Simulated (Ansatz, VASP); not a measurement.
## EuI3: VASP beside Ansatz

```
CELL_PARAMETERS angstrom
0.00000 4.16780 4.16780
4.16780 0.00000 4.16780
4.16780 4.16780 0.00000
ATOMIC_POSITIONS crystal
Eu 0.00000 0.00000 0.00000
I 0.50000 0.50000 0.50000
I 0.25000 0.25000 0.25000
I 0.75000 0.75000 0.75000
```

Alike in both runs: task single point; functional LDA; k mesh 8 × 8 × 8; occupations gaussian, width 0.05 eV; collinear spin.

```csv
,VASP,Ansatz
version,VASP 6.6.1,Ansatz 0.2.0
potentials or method,"VASP PAW PBE potentials, release 64 (Eu, I), cutoff 520 eV","scalar-relativistic, plane waves, PAW"
valence electrons in the cell,38,68
```

Ansatz gave:

* gap on the k mesh at the Fermi level (eV): none
* pressure (GPa): -3.4
* net moment per atom (μB): 1.53
* size of the moment on the site where the two differ most (μB): 6.77

Estimate VASP's values.

gap on the k mesh at the Fermi level (eV): none; pressure (GPa): -3.5; net moment per atom (μB): 1.54; size of the moment on the site where the two differ most (μB): 6.54.

VASP's potentials were made for PBE, not for LDA. LDA's correlation is that of Perdew and Zunger in VASP and of Perdew and Wang (1992) in Ansatz. Site moments also hang on the region over which each program counts them. A gap of «none» marks a metal or a gap that the smearing closes. VASP's potentials hold 38 valence electrons a cell and Ansatz's 68, so a difference there can come from the potentials and not from the codes.

Spin-orbit coupling is off throughout.
